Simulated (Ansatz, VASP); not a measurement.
One calculation of Sr, two programs

File INCAR:

```
ALGO = Normal
EDIFF = 1E-6
ENCUT = 520
GGA = PS
ISIF = 2
ISMEAR = -1
LASPH = T
LCHARG = F
LREAL = F
LWAVE = F
NBANDS = 17
NELM = 100
PREC = Accurate
SIGMA = 0.1
```

KPOINTS

```
k-points
0
Gamma
  12 12 6
```

POSCAR

```
Sr
1.0
    3.2758500644      0.0000000000      0.0000000000
   -1.6379250322      2.8369693748      0.0000000000
    0.0000000000      0.0000000000      5.0751079862
Sr
2
Direct
    0.3333333333      0.6666666667      0.2500000000
    0.6666666667      0.3333333333      0.7500000000
```

Input for Ansatz:

```yaml
crystal:
  lattice:
    - [3.2758500644, 0.0, 0.0]
    - [-1.6379250322, 2.8369693748, 0.0]
    - [0.0, 0.0, 5.0751079862]
  atoms:
    - { symbol: Sr, position: [0.3333333333, 0.6666666667, 0.25] }
    - { symbol: Sr, position: [0.6666666667, 0.3333333333, 0.75] }
kpoints:
  mp_grid: { grid: [12, 12, 6] }
  band_path:
    path:
      - [0.0, 0.0, 0.0]
      - [0.5, 0.0, 0.0]
      - [0.3333333333, 0.3333333333, 0.0]
      - [0.0, 0.0, 0.0]
      - [0.0, 0.0, 0.5]
      - [0.5, 0.0, 0.5]
      - [0.3333333333, 0.3333333333, 0.5]
      - [0.0, 0.0, 0.5]
      - [0.5, 0.0, 0.5]
    npoints: 8
scf:
  occupations: { method: fermi_dirac, width: 0.1 }
hamiltonian:
  xc: pbesol
  pseudopotentials: { kind: paw }
output:
  forces: true
  stress: true
  eigenvalues: true
  populations: true
  dos: { projected: true, de: 0.2, e_range: [-14, 8] }
  write_density: true
  write_potential: true
  elf: true
  volumetric_format: npy
```

Change from the starting cell: volume scaled by 0.45, PAW files.

Alike in both runs: task single point; functional PBEsol; k mesh 12 × 12 × 6; occupations fermi-dirac, width 0.1 eV; no spin polarisation.

|  | VASP | Ansatz |
| --- | --- | --- |
| version | VASP 6.6.1 | Ansatz 0.2.0 |
| potentials or method | VASP PAW PBE potentials, release 64 (Sr_sv) | PAW with Ansatz's default frozen-core files, scalar-relativistic |
| plane-wave cutoff (eV) | 520 | 420 |
| valence electrons in the cell | 20 | 20 |

VASP gave:

| Item | Value |
| --- | --- |
| pressure (GPa) | 28.4 |

Q: Which values does Ansatz return?

A: Pressure (GPa): 27.9.

VASP's potentials were made for PBE, not for PBEsol.
